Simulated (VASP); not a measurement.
# Al (I4/mmm) in VASP: a series of runs, part 3 of 3

VASP 6.6.1. Earlier steps stand in the parts before.

## 4. Single point, PBE+D3(BJ) (strain +0.0150 x Voigt [0, 0, 1, 0, 0, 0])

Input file INCAR:

```
SYSTEM = Al
PREC = Accurate ; ENCUT = 520
EDIFF = 1E-6 ; ISMEAR = 0
SIGMA = 0.15 ; LREAL = .False.
LASPH = .True. ; NELM = 100
ALGO = Fast ; ISIF = 2
LWAVE = .False. ; LCHARG = .False.
GGA = PE ; IVDW = 12
NBANDS = 8
```

Input file KPOINTS:

```
regular mesh
0
Gamma
  20 20 20
  0 0 0
```

Input file POSCAR:

```
Al
1.0
    0.0000000000      2.0239800000      2.0543397000
    2.0239800000      0.0000000000      2.0543397000
    2.0239800000      2.0239800000      0.0000000000
Al
1
Direct
    0.0000000000      0.0000000000      0.0000000000
```

Potentials or basis: VASP PAW PBE potentials, release 64 (Al).

Command:

```console
> cat potpaw_PBE.64/Al/POTCAR > POTCAR
> mpirun -np 1 vasp_std > vasp.out
```

OUTCAR:

```text
SYSTEM = Al
   PREC = Accurate
   ENCUT = 520
   EDIFF = 1E-6
   ISMEAR = 0
   LREAL = .False.
   LASPH = .True.
   NELM = 100
   ISIF = 2
   GGA = PE
   IVDW = 12
 IVDW          = 12

 ion  position               nearest neighbor table
   1  0.000  0.000  0.000-

  LATTYP: Found a body centered tetragonal cell.
 ALAT       =     2.8623399660
 C/A-ratio  =     1.4354267658

  Lattice vectors:

 A1 = (  -2.0239800000,   0.0000000000,   2.0543397000)
 A2 = (   2.0239800000,   0.0000000000,   2.0543397000)
 A3 = (   0.0000000000,   2.0239800000,  -2.0543397000)

Analysis of symmetry for initial positions (statically):
=====================================================================
 Subroutine PRICEL returns:
 Original cell was already a primitive cell.

 Routine SETGRP: Setting up the symmetry group for a
 body centered tetragonal supercell.

 Subroutine GETGRP returns: Found 16 space group operations
 (whereof 16 operations were pure point group operations)
 out of a pool of 16 trial point group operations.

The static configuration has the point symmetry D_4h.

Analysis of symmetry for dynamics (positions and initial velocities):
=====================================================================
 Subroutine PRICEL returns:
 Original cell was already a primitive cell.

 Routine SETGRP: Setting up the symmetry group for a
 body centered tetragonal supercell.

 Subroutine GETGRP returns: Found 16 space group operations
 (whereof 16 operations were pure point group operations)
 out of a pool of 16 trial point group operations.

The dynamic configuration has the point symmetry D_4h.

 Subroutine INISYM returns: Found 16 space group operations
 (whereof 16 operations are pure point group operations),
 and found     1 'primitive' translations

----------------------------------------------------------------------------------------

                                     Primitive cell

  volume of cell :      16.8312
[... 110 lines left out ...]
  Thomas-Fermi vector in A             =   2.046723
   LORBIT       =      0    0 simple, 1 ext, 2 COOP (PROOUT), +10 PAW based schemes
   GGA     = PE    functional components
   LHFCALC =     F    Hartree Fock is set to
   AEXX    =    0.0000 exact exchange contribution
   IVDW    =    12    specifies the selected vdW correction
   LEPSILON=     F    determine dielectric tensor
   LRPA    =     F    only Hartree local field effects (RPA)
 non-spin polarized calculation
 RMM-DIIS sequential band-by-band and
 Gauss-broadening in eV      SIGMA  =   0.15
  energy-cutoff  :      520.00
  volume of cell :       16.83
 maximum number of plane-waves:       467
 NGX is ok and might be reduce to    24
   NGX = 11   NGY = 11   NGZ = 11

 number of electron       3.0000000 magnetization

 Free energy of the ion-electron system (eV)
  ---------------------------------------------------
  ext. energy  EPLUGINS =         0.00000000
  ---------------------------------------------------
  free energy    TOTEN  =        -3.74589832 eV

  energy without entropy =       -3.74108268  energy(sigma->0) =       -3.74349050

 E-fermi :   7.8349     XC(G=0): -10.1251

 val. band max:        7.8193079429   @ k =  -0.4000   0.0000   0.4000
 cond. band min:       7.8550525935   @ k =  -0.2500   0.2000   0.1500
 fundamental gap:      0.0357446505
 Fermi energy:         7.8348681215

 k-point     1 :       0.0000    0.0000    0.0000
  band No.  band energies     occupation
      1      -3.2036      2.00000
      2      20.1990      0.00000
      3      20.3601      0.00000
      4      20.3601      0.00000
      5      21.6330      0.00000
      6      21.6330      0.00000
      7      21.6772      0.00000
      8      24.1199      0.00000
[... 243 lines left out ...]
 k-point    24 :      -0.3500    0.0500    0.0000
  band No.  band energies     occupation
      1       0.4312      2.00000
      2       7.2340      2.00000
      3      16.7917      0.00000
      4      19.5704      0.00000
      5      19.8369      0.00000
      6      20.9098      0.00000
      7      22.6066      0.00000
      8      24.8546      0.00000

 [... further k-points ...]

------------------------ aborting loop because EDIFF is reached ----------------------------------------

 Edisp (eV)   -0.32945

 E8    (eV) :    -0.1473

  FORCE on cell =-STRESS in cart. coord.  units (eV):
  Direction    XX          YY          ZZ          XY          YZ          ZX
  --------------------------------------------------------------------------------------
  -------------------------------------------------------------------------------------
  Total      -0.48727    -0.48727    -0.53414     0.00000    -0.00000    -0.00000
  in kB     -46.38353   -46.38353   -50.84564     0.00000    -0.00000    -0.00000
  external pressure =      -47.87 kB  Pullay stress =        0.00 kB

 VOLUME and BASIS-vectors are now :
 -----------------------------------------------------------------------------
  energy-cutoff  :      520.00
  volume of cell :       16.83
      direct lattice vectors                 reciprocal lattice vectors
     0.000000000  2.023980000  2.054339700    -0.247038014  0.247038014  0.243387206
     2.023980000  0.000000000  2.054339700     0.247038014 -0.247038014  0.243387206
     2.023980000  2.023980000  0.000000000     0.247038014  0.247038014 -0.243387206

 POSITION                                       TOTAL-FORCE (eV/Angst)
 -----------------------------------------------------------------------------------
      0.00000      0.00000      0.00000         0.000000     -0.000000     -0.000000
 -----------------------------------------------------------------------------------
    total drift:                                0.000000     -0.000000     -0.000000

  FREE ENERGIE OF THE ION-ELECTRON SYSTEM (eV)
  ---------------------------------------------------
  free  energy   TOTEN  =        -4.0753497187 eV

  energy  without entropy=       -4.0705340827  energy(sigma->0) =       -4.07294190
```

OSZICAR:

```text
N       E                     dE             d eps       ncg     rms          rms(c)
DAV:   1    -0.238803717057E+01   -0.23880E+01   -0.86914E+02 10328   0.204E+02
DAV:   2    -0.376126245101E+01   -0.13732E+01   -0.13185E+01 14560   0.183E+01
DAV:   3    -0.376818573244E+01   -0.69233E-02   -0.69171E-02 13072   0.144E+00
DAV:   4    -0.376820386800E+01   -0.18136E-04   -0.18136E-04 16288   0.654E-02
DAV:   5    -0.376820391809E+01   -0.50086E-07   -0.49900E-07 13136   0.183E-03    0.127E+00
RMM:   6    -0.375529292293E+01    0.12911E-01   -0.11288E-03 10260   0.192E-01    0.745E-01
RMM:   7    -0.374588241631E+01    0.94105E-02   -0.36454E-03 11887   0.329E-01    0.121E-01
RMM:   8    -0.374589688399E+01   -0.14468E-04   -0.15607E-04 11410   0.787E-02    0.233E-02
RMM:   9    -0.374589893252E+01   -0.20485E-05   -0.23221E-05 11840   0.293E-02    0.116E-02
RMM:  10    -0.374589831568E+01    0.61685E-06   -0.50729E-06 12003   0.140E-02
   1 F= -.40753497E+01 E0= -.40729419E+01  d E =-.481564E-02
```

stdout:

```text
POSCAR found type information on POSCAR Al
 POSCAR found :  1 types and       1 ions
 scaLAPACK will be used
 LDA part: xc-table for (Slater+PW92), standard interpolation
 POSCAR, INCAR and KPOINTS ok, starting setup
 FFT: planning ... GRIDC
 FFT: planning ... GRID_SOFT
 FFT: planning ... GRID
 WAVECAR not read
 entering main loop
```

Run time: 64 s. Hardware: 1 thread of Intel Xeon 6975P-C, shared host; peak memory 0.2 GiB.

What came out:

```
Free energy                : -4.0753 eV
Pressure                   : -4.8 GPa
Dispersion energy per atom : -0.329 eV
```

Stress tensor (GPa, compression positive):
```
-4.64  0.00  0.00
 0.00 -4.64  0.00
 0.00  0.00 -5.08
```

Caveat: the cell differs from its parent crystal (strain +0.0150 x Voigt [0, 0, 1, 0, 0, 0]); pairwise dispersion overbinds metals, which lowers pressure and volume.

## 5. Single point, PBE+D3(BJ) (strain +0.0300 x Voigt [0, 0, 1, 0, 0, 0])

Input file INCAR:

```
PREC     = Accurate       # precision mode
ENCUT    = 520            # plane-wave cutoff, eV
EDIFF    = 1E-7           # SCF threshold, eV
ISMEAR   = 0              # smearing method
SIGMA    = 0.15           # smearing width, eV
LREAL    = False          # projectors in reciprocal space
LASPH    = True           # aspherical terms in the spheres
NELM     = 80             # most SCF steps
ALGO     = Normal         # electronic algorithm
ISIF     = 2              # what is computed and relaxed
LWAVE    = False          # write WAVECAR
LCHARG   = True           # write CHGCAR
GGA      = PE             # functional
IVDW     = 12             # dispersion correction
LELF     = True           # ELF
LVHAR    = True         
NBANDS   = 8              # bands
```

Input file KPOINTS:

```
regular mesh
0
Gamma
  20 20 20
```

Input file POSCAR:

```
Al
1.0
    0.0000000000      2.0239800000      2.0846994000
    2.0239800000      0.0000000000      2.0846994000
    2.0239800000      2.0239800000      0.0000000000
Al
1
Direct
    0.0000000000      0.0000000000      0.0000000000
```

Command:

```console
> cat potpaw_PBE.64/Al/POTCAR > POTCAR
> mpirun -np 1 vasp_std > vasp.out
```

Wall time 61 s (1 thread of Intel Xeon 6975P-C, shared host); peak memory 0.2 GiB.

The run converged. Its results:

```
Free energy                : -4.0662 eV
Pressure                   : -5.7 GPa
Dispersion energy per atom : -0.324 eV
```

Stress tensor (GPa, compression positive):
```
-5.21  0.00  0.00
 0.00 -5.21  0.00
 0.00  0.00 -6.62
```

Levels at points of the mesh, in eV from the Fermi level:
```tsv
k point	band 1	band 2	band 3	band 4	band 5
(0.00, 0.00, 0.00)	-10.93	12.19	12.51	12.51	13.60
(0.50, 0.00, 0.00)	-4.49	-4.37	10.61	10.91	11.37
(0.50, 0.50, 0.00)	-3.14	-2.03	5.44	5.76	5.76
(0.50, 0.00, 0.50)	-2.74	-1.43	5.11	5.13	5.34
```

Caveat: the cell differs from its parent crystal (strain +0.0300 x Voigt [0, 0, 1, 0, 0, 0]); pairwise dispersion overbinds metals, which lowers pressure and volume.

## 6. Single point, PBE+D3(BJ) (strain +0.0450 x Voigt [0, 0, 1, 0, 0, 0])

Input file INCAR:

```
ALGO = Normal
EDIFF = 1E-6
ENCUT = 520
GGA = PE
ISIF = 2
ISMEAR = 0
IVDW = 12
LASPH = T
LCHARG = F
LREAL = F
LWAVE = F
NBANDS = 8
NELM = 60
PREC = Accurate
SIGMA = 0.15
```

Input file KPOINTS:

```
k-points
0
Gamma
  20 20 20
```

Input file POSCAR:

```
Al
1.0
    0.0000000000      2.0239800000      2.1150591000
    2.0239800000      0.0000000000      2.1150591000
    2.0239800000      2.0239800000      0.0000000000
Al
1
Direct
    0.0000000000      0.0000000000      0.0000000000
```

Potentials or basis: VASP PAW PBE potentials, release 64 (Al).

Command:

```console
> cat potpaw_PBE.64/Al/POTCAR > POTCAR
> mpirun -np 1 vasp_std > vasp.out
```

Wall time 69 s (1 thread of Intel Xeon 6975P-C, shared host); peak memory 0.2 GiB.

It converged, with:

```yaml
Free_energy: -4.0551 eV
Pressure: -6.4 GPa
Dispersion_energy_per_atom: -0.320 eV
```

Stress tensor (GPa, compression positive):
```
-5.86  0.00  0.00
 0.00 -5.86  0.00
 0.00  0.00 -7.62
```

Levels at points of the mesh, in eV from the Fermi level:
```csv
k point,band 1,band 2,band 3,band 4
"(0.00, 0.00, 0.00)",-10.82,12.04,12.51,12.51
"(0.50, 0.00, 0.00)",-4.41,-4.33,10.27,10.68
"(0.50, 0.50, 0.00)",-3.21,-2.20,5.56,5.88
"(0.50, 0.00, 0.50)",-2.62,-1.32,4.95,5.09
```

Caveat: the cell differs from its parent crystal (strain +0.0450 x Voigt [0, 0, 1, 0, 0, 0]); pairwise dispersion overbinds metals, which lowers pressure and volume.

## 7. The runs side by side

```csv
cell,gap on the mesh (eV),pressure (GPa)
"a = 2.820, b = 2.820, c = 2.862 Å, angles 59.5, 59.5, 61.0°, 1 atom",none,-1.5
"a = 2.841, b = 2.841, c = 2.862 Å, angles 59.8, 59.8, 60.5°, 1 atom",none,-2.7
"a = 2.884, b = 2.884, c = 2.862 Å, angles 60.2, 60.2, 59.5°, 1 atom",none,-4.8
"a = 2.906, b = 2.906, c = 2.862 Å, angles 60.5, 60.5, 59.0°, 1 atom",none,-5.7
"a = 2.927, b = 2.927, c = 2.862 Å, angles 60.7, 60.7, 58.5°, 1 atom",none,-6.4
```

Alike in all rows: task single point; level PBE+D3(BJ); potentials or basis VASP PAW PBE potentials, release 64 (Al); no spin polarisation; k mesh 20 × 20 × 20; cutoff (eV) 520; smearing gaussian 0.15 eV.

Caveats: pairwise dispersion overbinds metals, which lowers pressure and volume.

Absolute energies hang on the potentials; compare differences alone.
